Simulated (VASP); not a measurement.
# In17P15 (a cell with a defect) in VASP: notebook

Runs on In17P15 (a cell with a defect). Level: PBE. Tasks: single point.

Program: VASP 6.6.1. These are calculated values, not measurements. Logs are shortened: lines on timing, memory, paths and dates and some standing lists are left out, and cuts for length are marked.

### Step 1. The cell of the first run

The cell holds a defect, 32 atoms: a = 10.323 Å, b = 10.323 Å, c = 10.323 Å, α = 109.47°, β = 109.47°, γ = 109.47°.

### Step 2. Single point, PBE

Input file INCAR:

```
SYSTEM = In17P15
PREC     = Accurate       ! precision mode
ENCUT    = 520            ! plane-wave cutoff, eV
EDIFF    = 1E-7           ! SCF threshold, eV
ISMEAR   = 0              ! smearing method
SIGMA    = 0.02           ! smearing width, eV
LREAL    = Auto         
LASPH    = .TRUE.         ! aspherical terms in the spheres
NELM     = 80             ! most SCF steps
ALGO     = Normal         ! electronic algorithm
ISIF     = 2              ! what is computed and relaxed
LWAVE    = .FALSE.        ! write WAVECAR
LCHARG   = .FALSE.        ! write CHGCAR
GGA      = PE             ! functional
NBANDS   = 170            ! bands
```

Input file KPOINTS:

```
Automatic mesh
0
Gamma
  2 2 2
  0.5 0.5 0.5
```

Input file POSCAR:

```
In17P15
1.0
   -5.9597880248      5.9597880248     -5.9597880248
    5.9597880248     -5.9597880248     -5.9597880248
   -5.9597880248     -5.9597880248      5.9597880248
In P
17 15
Direct
    0.0000000000      0.2320312305      0.7500000000
    0.7486614754      0.2486614754      0.9965797151
    0.5020817603      0.2534202849      0.2520817603
    0.2513385246     -0.0020817603      0.7500000000
    0.2465797151      0.2486614754      0.4986614754
    1.0000000000      0.9979182397      1.0013385246
    0.7534202849      0.0020817603      0.2520817603
    0.4979182397      0.7513385246      0.7500000000
    0.5020817603      0.0020817603      0.5034202849
    0.2679687695      0.7679687695      1.0179687695
    0.0000000000      0.7513385246      0.2479182397
    0.7320312305      0.5000000000      0.7500000000
    0.7486614754      0.7465797151      0.4986614754
    0.4979182397      0.5000000000      1.0013385246
    0.2513385246      0.5000000000      0.2479182397
    0.0000000000      0.5000000000      0.4820312305
    0.0000000000      0.5000000000      0.7500000000
    0.7470697135      0.5000000000      0.0033050982
    0.5000000000      0.5000000000      0.2500000000
    0.2533050982      0.2470697135      0.7500000000
    0.2533050982      0.5000000000      0.4970697135
    0.0000000000      0.2470697135      0.0033050982
    0.7466949018      0.2466949018      0.2437646153
    0.5000000000      0.0000000000      0.7500000000
    0.4937646153      0.2466949018      0.4966949018
    0.2529302865      0.0062353847      0.0029302865
    0.0000000000      0.0000000000      0.2500000000
    0.7470697135      0.7533050982      0.7500000000
    0.7466949018     -0.0062353847      0.4966949018
    0.5062353847      0.7529302865      0.0029302865
    0.2529302865      0.7529302865      0.2562353847
    0.0000000000      0.7533050982      0.4970697135
```

Potentials or basis: VASP PAW PBE potentials, release 64 (In_d, P).

On the command line:

```
cat potpaw_PBE.64/In_d/POTCAR potpaw_PBE.64/P/POTCAR > POTCAR
mpirun -np 1 vasp_std > vasp.out
```

OUTCAR:

```text
SYSTEM = In17P15
   PREC = Accurate
   ENCUT = 520
   EDIFF = 1E-7
   ISMEAR = 0
   LREAL = Auto
   LASPH = .TRUE.
   NELM = 80
   ISIF = 2
   GGA = PE

 ion  position               nearest neighbor table
   1  0.000  0.232  0.750-  29 2.57  22 2.57  20 2.57  17 2.77
   2  0.749  0.249  0.997-  24 2.56  23 2.57  18 2.58  22 2.58
   3  0.502  0.253  0.252-  19 2.56  26 2.57  25 2.58  23 2.58
   4  0.251  0.998  0.750-  24 2.56  20 2.57  32 2.58  26 2.58
   5  0.247  0.249  0.499-  27 2.56  25 2.57  20 2.58  21 2.58
   6  0.000  0.998  0.001-  27 2.56  22 2.57  28 2.58  26 2.58
[... 24 lines left out ...]
  31  0.253  0.753  0.256-   9 2.57  10 2.57  11 2.58  15 2.58
  32  0.000  0.753  0.497-  11 2.57  16 2.57  13 2.58   4 2.58

  LATTYP: Found a body centered cubic cell.
 ALAT       =    11.9195760496

  Lattice vectors:

 A1 = (  -5.9597880248,   5.9597880248,  -5.9597880248)
 A2 = (   5.9597880248,  -5.9597880248,  -5.9597880248)
 A3 = (  -5.9597880248,  -5.9597880248,   5.9597880248)

Analysis of symmetry for initial positions (statically):
=====================================================================
 Subroutine PRICEL returns:
 Original cell was already a primitive cell.

 Routine SETGRP: Setting up the symmetry group for a
 body centered cubic supercell.

 Subroutine GETGRP returns: Found 24 space group operations
 (whereof  2 operations were pure point group operations)
 out of a pool of 48 trial point group operations.

The static configuration has the point symmetry C_1h.
 The point group associated with its full space group is T_d .

Analysis of symmetry for dynamics (positions and initial velocities):
=====================================================================
 Subroutine PRICEL returns:
 Original cell was already a primitive cell.

 Routine SETGRP: Setting up the symmetry group for a
 body centered cubic supercell.

 Subroutine GETGRP returns: Found 24 space group operations
 (whereof  2 operations were pure point group operations)
 out of a pool of 48 trial point group operations.

The dynamic configuration has the point symmetry C_1h.
 The point group associated with its full space group is T_d .

 Subroutine INISYM returns: Found 24 space group operations
 (whereof  2 operations are pure point group operations),
 and found     1 'primitive' translations

----------------------------------------------------------------------------------------

                                     Primitive cell

  volume of cell :     846.7446

  direct lattice vectors                    reciprocal lattice vectors
    -5.959788025  5.959788025 -5.959788025    -0.083895601  0.000000000 -0.083895601
     5.959788025 -5.959788025 -5.959788025     0.000000000 -0.083895601 -0.083895601
    -5.959788025 -5.959788025  5.959788025    -0.083895601 -0.083895601  0.000000000

  length of vectors
    10.322655661 10.322655661 10.322655661     0.118646297  0.118646297  0.118646297

  position of ions in fractional coordinates (direct lattice)
     0.000000000  0.232031230  0.750000000
     0.748661475  0.248661475  0.996579715
     0.502081760  0.253420285  0.252081760
     0.251338525  0.997918240  0.750000000
     0.246579715  0.248661475  0.498661475
     0.000000000  0.997918240  0.001338525
[... 24 lines left out ...]
     0.252930287  0.752930287  0.256235385
     0.000000000  0.753305098  0.497069713

  ion indices of the primitive-cell ions
   primitive index   ion index
                 1           1
                 2           2
                 3           3
                 4           4
                 5           5
                 6           6
[... 24 lines left out ...]
                31          31
                32          32

----------------------------------------------------------------------------------------

 KPOINTS: Automatic mesh

Automatic generation of k-mesh.
 Grid dimensions read from file:
 generate k-points for:    2    2    2

 Generating k-lattice:

  Cartesian coordinates                     Fractional coordinates (reciprocal lattice)
    -0.041947801  0.000000000 -0.041947801     0.500000000  0.000000000  0.000000000
     0.000000000 -0.041947801 -0.041947801     0.000000000  0.500000000  0.000000000
    -0.041947801 -0.041947801  0.000000000     0.000000000  0.000000000  0.500000000

  Length of vectors
     0.059323149  0.059323149  0.059323149

  Shift w.r.t. Gamma in fractional coordinates (k-lattice)
     0.500000000  0.500000000  0.500000000

 Subroutine IBZKPT returns following result:
 ===========================================

 Found      2 irreducible k-points:

 Following reciprocal coordinates:
            Coordinates               Weight
  0.250000  0.250000  0.250000      2.000000
 -0.250000  0.250000  0.250000      6.000000
   k-points           NKPTS =      2   k-points in BZ     NKDIM =      2   number of bands    NBANDS=    170
   number of dos      NEDOS =    301   number of ions     NIONS =     32
   total plane-waves  NPLWV = 512000
   dimension x,y,z NGX =    80 NGY =   80 NGZ =   80
   dimension x,y,z NGXF=   160 NGYF=  160 NGZF=  160
   ions per type =              17  15
   NGX,Y,Z   is equivalent  to a cutoff of  12.88, 12.88, 12.88 a.u.
   NGXF,Y,Z  is equivalent  to a cutoff of  25.77, 25.77, 25.77 a.u.
 SYSTEM =  In17P15
   PREC   = accura    normal or accurate (medium, high low for compatibility)
   ISTART =      0    job   : 0-new  1-cont  2-samecut
   ICHARG =      2    charge: 1-file 2-atom 10-const
   ISPIN  =      1    spin polarized calculation?
   LNONCOLLINEAR =      F non collinear calculations
   LSORBIT =      F    spin-orbit coupling
   LASPH  =      T    aspherical Exc in radial PAW
   ENCUT  =  520.0 eV  38.22 Ry    6.18 a.u.  19.19 19.19 19.19*2*pi/ulx,y,z
   NELM   =     80;   NELMIN=  2; NELMDL= -5     # of ELM steps
   EDIFF  = 0.1E-06   stopping-criterion for ELM
   LREAL  =      T    real-space projection
   EDIFFG = 0.1E-05   stopping-criterion for IOM
   NSW    =      0    number of steps for IOM
   IBRION =     -1    ionic relax: 0-MD 1-quasi-New 2-CG
   NFREE  =      0    steps in history (QN), initial steepest desc. (CG)
   ISIF   =      2    stress and relaxation
   ISYM   =      2    0-nonsym 1-usesym 2-fastsym
   POTIM  = 0.5000    time-step for ionic-motion
   TEBEG  =    0.0;   TEEND  =   0.0 temperature during run
   PSTRESS=    0.0 pullay stress
   NELECT =     296.0000    total number of electrons
   NUPDOWN=      -1.0000    fix difference up-down
   EMIN   =  10.00;   EMAX   =-10.00  energy-range for DOS
   EFERMI =   0.00;   METHOD = LEGACY
   ISMEAR =     0;   SIGMA  =   0.02  broadening in eV -4-tet -1-fermi 0-gaus
   EFERMI_NEDOS =   21; number of points for ismear=-14 and -15
   IALGO  =     38    algorithm
   IMIX   =      4    mixing-type and parameters
     AMIX     =   0.40;   BMIX     =  1.00
     AMIX_MAG =   1.60;   BMIX_MAG =  1.00
  volume/ion in A,a.u.               =      26.46       178.57
  Fermi-wavevector in a.u.,A,eV,Ry     =   1.153244  2.179315 18.095368  1.329972
  Thomas-Fermi vector in A             =   2.289889
   LORBIT       =      0    0 simple, 1 ext, 2 COOP (PROOUT), +10 PAW based schemes
   GGA     = PE    functional components
   LHFCALC =     F    Hartree Fock is set to
   AEXX    =    0.0000 exact exchange contribution
   IVDW    =     0    specifies the selected vdW correction
   LEPSILON=     F    determine dielectric tensor
   LRPA    =     F    only Hartree local field effects (RPA)
 non-spin polarized calculation
 Gauss-broadening in eV      SIGMA  =   0.02
  energy-cutoff  :      520.00
  volume of cell :      846.74
 maximum number of plane-waves:     22768
 NGX is ok and might be reduce to    80
   NGX = 39   NGY = 39   NGZ = 39

 number of electron     296.0000020 magnetization

 Free energy of the ion-electron system (eV)
  ---------------------------------------------------
  ext. energy  EPLUGINS =         0.00000000
  ---------------------------------------------------
  free energy    TOTEN  =      -128.98916712 eV

  energy without entropy =     -128.97856684  energy(sigma->0) =     -128.98386698

 E-fermi :   5.1775     XC(G=0):  -9.1223

 val. band max:        5.1637878109   @ k =  -0.2500   0.2500   0.2500
 cond. band min:       5.2703517368   @ k =   0.2500   0.2500   0.2500
 fundamental gap:      0.1065639259
 Fermi energy:         5.1774691630

 k-point     1 :       0.2500    0.2500    0.2500
  band No.  band energies     occupation
      1      -9.4996      2.00000
      2      -9.4996      2.00000
      3      -9.4996      2.00000
      4      -9.4819      2.00000
      5      -9.4819      2.00000
      6      -9.4819      2.00000
[... 152 lines left out ...]
    159       7.2255      0.00000
    160       7.4778      0.00000

 k-point     2 :      -0.2500    0.2500    0.2500
  band No.  band energies     occupation
      1      -9.5149      2.00000
      2      -9.4925      2.00000
      3      -9.4919      2.00000
      4      -9.4873      2.00000
      5      -9.4838      2.00000
      6      -9.4715      2.00000
[... 152 lines left out ...]
    159       7.7689      0.00000
    160       7.7758      0.00000
 [bands above 160 left out]

------------------------ aborting loop because EDIFF is reached ----------------------------------------

  FORCE on cell =-STRESS in cart. coord.  units (eV):
  Direction    XX          YY          ZZ          XY          YZ          ZX
  --------------------------------------------------------------------------------------
  -------------------------------------------------------------------------------------
  Total        7.5019880      7.5019880      7.5019880     -0.0000000      0.0000000     -0.0000000
  in kB       14.1949713     14.1949713     14.1949713     -0.0000000      0.0000000     -0.0000000
  external PRESSURE =      14.1949713 kB  Pullay stress =       0.0000000 kB

 VOLUME and BASIS-vectors are now :
 -----------------------------------------------------------------------------
  energy-cutoff  :      520.00
  volume of cell :      846.74
      direct lattice vectors                 reciprocal lattice vectors
    -5.959788025  5.959788025 -5.959788025    -0.083895601  0.000000000 -0.083895601
     5.959788025 -5.959788025 -5.959788025     0.000000000 -0.083895601 -0.083895601
    -5.959788025 -5.959788025  5.959788025    -0.083895601 -0.083895601  0.000000000

 POSITION                                       TOTAL-FORCE (eV/Angst)
 -----------------------------------------------------------------------------------
     -3.08698     -5.85270      3.08698         0.008123     -0.008123     -0.008123
     -8.91930     -2.95951     -0.00443        -0.006885     -0.006885     -0.016948
     -2.98432     -0.02038     -3.00028        -0.016948      0.006885      0.006885
     -0.02038     -8.91930     -2.97546         0.006885     -0.006885      0.016948
     -2.95951     -2.98432      0.02038        -0.006885     -0.016948     -0.006885
      5.93940     -5.95536     -5.93940         0.006885      0.016948     -0.006885
[... 24 lines left out ...]
      1.45279     -4.50700     -4.46761         0.000318      0.000318      0.005997
      1.52711     -7.45197     -1.52711        -0.000318     -0.005997      0.000318
 -----------------------------------------------------------------------------------
    total drift:                               -0.000010     -0.000010     -0.000023

  FREE ENERGIE OF THE ION-ELECTRON SYSTEM (eV)
  ---------------------------------------------------
  free  energy   TOTEN  =      -128.9891671203 eV

  energy  without entropy=     -128.9785668426  energy(sigma->0) =     -128.98386698
```

Run time: 14 min. Hardware: 1 thread of AMD EPYC 7R43 (Zen 3), shared host; peak memory 0.98 GiB.

Results:

| Quantity | Value |
| --- | --- |
| Free energy | -128.9892 eV |
| Pressure | 1.4 GPa |
| Largest force | 0.020 eV/Å |
| Band gap on the k mesh | zero (band 148 reaches 5.27 eV, above the bottom of band 149 at 5.16 eV) |

Forces on the atoms (eV/Å):
```
In   0.008 -0.008 -0.008
In  -0.007 -0.007 -0.017
In  -0.017  0.007  0.007
In   0.007 -0.007  0.017
In  -0.007 -0.017 -0.007
In   0.007  0.017 -0.007
In   0.007 -0.017  0.007
In  -0.007  0.007  0.017
In   0.007  0.007 -0.017
In   0.008  0.008  0.008
In  -0.007  0.017  0.007
In  -0.008  0.008 -0.008
In  -0.017 -0.007 -0.007
In   0.017  0.007 -0.007
In   0.017 -0.007  0.007
In  -0.008 -0.008  0.008
In   0.000  0.000  0.000
P   -0.006  0.000  0.000
P    0.000  0.000  0.000
P    0.000  0.000 -0.006
P   -0.006  0.000  0.000
P    0.000 -0.006  0.000
P    0.000  0.000  0.006
P    0.000  0.000  0.000
P    0.000  0.006  0.000
P    0.006  0.000  0.000
P    0.000  0.000  0.000
P    0.000  0.000 -0.006
P    0.006  0.000  0.000
P    0.000  0.006  0.000
P    0.000  0.000  0.006
P    0.000 -0.006  0.000
```

Levels at points of the mesh, in eV from the Fermi level:
```
           k point  band 144  band 145  band 146  band 147  band 148  band 149  band 150  band 151
(0.25, 0.25, 0.25)     -0.98     -0.98     -0.98      0.09      0.09      0.09      1.25      1.25
```

Caveat: the k points lie up to 0.37 Å⁻¹ apart; spin-orbit coupling is left out, which moves the levels of the heavy elements.

### Step 3. Single point, PBE

Input file INCAR:

```
PREC = Accurate
ENCUT = 520
EDIFF = 1E-7
ISMEAR = 0
SIGMA = 0.02
LREAL = Auto
LASPH = True
NELM = 80
ALGO = Normal
ISIF = 2
LWAVE = False
LCHARG = False
GGA = PE
NBANDS = 170
```

Input file KPOINTS:

```
Automatic mesh
0
Gamma
  1 1 1
```

Input file POSCAR:

```
In17P15
1.0
   -5.9597880289      5.9597880289      5.9597880289
    5.9597880289     -5.9597880289      5.9597880289
    5.9597880289      5.9597880289     -5.9597880289
In P
17 15
Direct
    0.5311429070      0.5000000000      0.0000000000
    0.5003014566      0.7503014566      0.7521916302
    0.4978083698     -0.0018901736      0.4981098264
    0.7518901736      0.2496985434      0.0000000000
    0.5003014566      0.2521916302      0.2503014566
    0.7518901736      0.5000000000      0.7496985434
    0.7481098264      0.7478083698      0.4981098264
   -0.0003014566      0.0018901736      0.0000000000
    0.7481098264     -0.0018901736      0.2478083698
   -0.0311429070      0.2188570930      0.7188570930
   -0.0003014566      0.5000000000      0.5018901736
    0.2500000000      0.7811429070      0.0000000000
    0.0021916302      0.7503014566      0.2503014566
    0.2500000000      0.0018901736      0.7496985434
    0.2500000000      0.2496985434      0.5018901736
    0.2500000000      0.5000000000      0.2811429070
    0.2500000000      0.5000000000      0.0000000000
    0.2500000000      0.7506339604      0.7451566708
    0.2500000000      0.0000000000      0.5000000000
    0.5006339604      0.2451566708      0.0000000000
    0.2500000000      0.2451566708      0.2506339604
    0.5006339604      0.5000000000      0.7451566708
    0.5048433292      0.7548433292      0.5054772896
    0.7500000000      0.0000000000      0.0000000000
    0.5048433292      0.0054772896      0.2548433292
    0.7445227104      0.2493660396      0.7493660396
    0.7500000000      0.5000000000      0.5000000000
   -0.0048433292      0.7506339604      0.0000000000
    0.7554772896      0.7548433292      0.2548433292
   -0.0006339604     -0.0054772896      0.7493660396
   -0.0006339604      0.2493660396      0.4945227104
   -0.0048433292      0.5000000000      0.2506339604
```

Potentials or basis: VASP PAW PBE potentials, release 64 (In_d, P).

On the command line:

```
cat potpaw_PBE.64/In_d/POTCAR potpaw_PBE.64/P/POTCAR > POTCAR
mpirun -np 1 vasp_gam > vasp.out
```

Run time: 3.2 min. Hardware: 1 thread of AMD EPYC 7R13 (Zen 3), shared host; peak memory 0.89 GiB.

It converged, with:

```
Free energy            : -126.4702 eV
Pressure               : 3.1 GPa
Largest force          : 0.012 eV/Å
Band gap on the k mesh : zero (filled and empty bands touch)
```

Forces on the atoms (eV/Å):
```
In   0.006 -0.006 -0.006
In  -0.004 -0.004  0.005
In   0.005  0.004  0.004
In   0.004 -0.004 -0.005
In  -0.004  0.005 -0.004
In   0.004 -0.005 -0.004
In   0.004  0.005  0.004
In  -0.004  0.004 -0.005
In   0.004  0.004  0.005
In   0.006  0.006  0.006
In  -0.004 -0.005  0.004
In  -0.006  0.006 -0.006
In   0.005 -0.004 -0.004
In  -0.005  0.004 -0.004
In  -0.005 -0.004  0.004
In  -0.006 -0.006  0.006
In   0.000  0.000  0.000
P    0.012  0.002 -0.002
P    0.000  0.000  0.000
P    0.002 -0.002  0.012
P    0.012 -0.002  0.002
P    0.002  0.012 -0.002
P   -0.002 -0.002 -0.012
P    0.000  0.000  0.000
P   -0.002 -0.012 -0.002
P   -0.012  0.002  0.002
P    0.000  0.000  0.000
P   -0.002  0.002  0.012
P   -0.012 -0.002 -0.002
P    0.002 -0.012  0.002
P    0.002  0.002 -0.012
P   -0.002  0.012  0.002
```

Levels at points of the mesh, in eV from the Fermi level:
| k point | band 145 | band 146 | band 147 | band 148 | band 149 | band 150 |
| --- | --- | --- | --- | --- | --- | --- |
| (0.00, 0.00, 0.00) | -1.08 | -1.08 | -0.19 | 0.01 | 0.01 | 0.01 |

Caveat: the k points lie up to 0.75 Å⁻¹ apart; spin-orbit coupling is left out, which moves the levels of the heavy elements.

[end of part 1 of 2]
